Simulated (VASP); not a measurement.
Write the native input for VASP 6.6.1 that does the following.

| Item | Value |
| --- | --- |
| Task | single point |
| Functional | r2SCAN |
| Potentials or basis | VASP PAW PBE potentials, release 64 (Ge_d) |
| Cutoff | 520 eV |
| k mesh | 8 × 8 × 8 |
| Occupations | fermi-dirac, width 0.02 eV |
| Spin | no spin polarisation |
| Dipole correction | no |
| Further INCAR settings | ALGO = Normal; EDIFF = 1e-07; NBANDS = 21 |

Crystal: Ge.

```
CELL_PARAMETERS angstrom
0.00000 2.83687 2.83687
2.83687 0.00000 2.83687
2.83687 2.83687 0.00000
ATOMIC_POSITIONS crystal
Ge 0.00000 0.00000 0.00000
Ge 0.25000 0.25000 0.25000
```

These files were run (other wordings do the same):

POSCAR

```
Ge
1.0
    0.0000000000      2.8368735121      2.8368735121
    2.8368735121      0.0000000000      2.8368735121
    2.8368735121      2.8368735121      0.0000000000
Ge
2
Direct
    0.0000000000      0.0000000000      0.0000000000
    0.2500000000      0.2500000000      0.2500000000
```

INCAR.step1

```
SYSTEM = Ge
PREC     = Accurate       ! precision mode
ENCUT    = 520            ! plane-wave cutoff, eV
ISMEAR   = -1             ! smearing method
SIGMA    = 0.02           ! smearing width, eV
LREAL    = .False.        ! projectors in reciprocal space
LASPH    = .True.         ! aspherical terms in the spheres
NELM     = 60             ! most SCF steps
NBANDS   = 21             ! bands
GGA      = PE             ! functional
ALGO     = Normal         ! electronic algorithm
EDIFF    = 1E-4           ! SCF threshold, eV
LWAVE    = .True.         ! write WAVECAR
LCHARG   = .False.        ! write CHGCAR
```

INCAR.step2

```
SYSTEM = Ge
PREC     = Accurate       ! precision mode
ENCUT    = 520            ! plane-wave cutoff, eV
EDIFF    = 1E-7           ! SCF threshold, eV
ISMEAR   = -1             ! smearing method
SIGMA    = 0.02           ! smearing width, eV
LREAL    = .False.        ! projectors in reciprocal space
LASPH    = .True.         ! aspherical terms in the spheres
NELM     = 60             ! most SCF steps
ALGO     = Normal         ! electronic algorithm
ISIF     = 2              ! what is computed and relaxed
LWAVE    = .False.        ! write WAVECAR
LCHARG   = .False.        ! write CHGCAR
METAGGA  = R2SCAN         ! meta-GGA
LMIXTAU  = .True.       
NBANDS   = 21             ! bands
ISTART   = 1
```

KPOINTS

```
regular mesh
0
Gamma
  8 8 8
  0 0 0
```

Potentials or basis: VASP PAW PBE potentials, release 64 (Ge_d).

Launch:

```sh
$ cat potpaw_PBE.64/Ge_d/POTCAR > POTCAR
$ cp INCAR.step1 INCAR
$ mpirun -np 1 vasp_std > vasp.out
$ cp INCAR.step2 INCAR
$ mpirun -np 1 vasp_std > vasp.out
```

Results of the run:

* Pressure: 0.0 GPa
* Band gap on the k mesh: 0.32 eV, direct

Caveat: the PAW data sets were made with another functional, which shifts forces and pressure a little.

It took 120 s on 1 thread of AMD EPYC 7R43 64-Core Processor (Zen 3) (shared host), peak memory 0.14 GiB.
